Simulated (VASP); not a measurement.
Input of a VASP 6.6.1 run:

Contents of POSCAR:

```
Ge
1.0
    2.7104700000      0.0000000000      0.0000000000
    0.0000000000      2.7104700000      0.0000000000
    0.0000000000      0.0000000000      2.7104700000
Ge
1
Direct
    0.0000000000      0.0000000000      0.0000000000
```

Contents of INCAR.step1:

```
PREC = Accurate
ENCUT = 600
EDIFF = 1E-5
ISMEAR = -1
SIGMA = 0.05
LREAL = False
LASPH = True
NELM = 60
ALGO = Normal
LWAVE = True
LCHARG = False
GGA = PE
NBANDS = 13
```

INCAR.step2

```
PREC = Accurate
ENCUT = 600
EDIFF = 1E-6
ISMEAR = -1
SIGMA = 0.05
LREAL = False
LASPH = True
NELM = 60
ALGO = Normal
ISIF = 3
LWAVE = False
LCHARG = False
GGA = PE
LHFCALC = True
AEXX = 0.25
PRECFOCK = Normal
IBRION = 2
NSW = 60
EDIFFG = -0.01
ISTART = 1
```

Contents of KPOINTS:

```
Automatic mesh
0
Gamma
  5 5 5
```

Potentials or basis: VASP PAW PBE potentials, release 64 (Ge_d).

The run is started by

```sh
$ cat potpaw_PBE.64/Ge_d/POTCAR > POTCAR
$ cp INCAR.step1 INCAR
$ mpirun -np 1 vasp_std > vasp.out
$ cp INCAR.step2 INCAR
$ mpirun -np 1 vasp_std > vasp.out
```

Task: What does it give for the relaxed volume?

Result: 19.52 Å³/atom.

Task: Predict the space group after relaxing (to 0.1 Å).

Result: Pm-3m (No. 221).

Task: What does it give for the band gap on the k mesh?

Result: Zero (bands 7 and 8 overlap by 9.91 eV).

Task: Estimate the relaxed cell.

Result: a = 2.693 Å, b = 2.693 Å, c = 2.693 Å, α = 90.00°, β = 90.00°, γ = 90.00°.

The path:
| step | energy change (eV) | largest force (eV/Å) | pressure (GPa) | volume (Å³) |
| --- | --- | --- | --- | --- |
| 1 | 0.0000 | 0.0000 | -1.32 | 19.91 |
| 2 | -0.0017 | 0.0000 | 0.51 | 19.44 |
| 3 | -0.0018 | 0.0000 | -0.13 | 19.53 |
| 4 | -0.0018 | 0.0000 | 0.27 | 19.51 |
| 5 | -0.0018 | 0.0000 | -0.14 | 19.52 |
| 6 | -0.0018 | 0.0000 | 0.13 | 19.52 |
| 7 | -0.0018 | 0.0000 | 0.29 | 19.52 |
| 8 | -0.0018 | 0.0000 | 0.00 | 19.52 |

Caveat: the k points lie up to 0.47 Å⁻¹ apart in the final cell, too coarse for converged energies and pressures of a metal; the PAW data sets were made with another functional, which shifts forces and pressure a little.
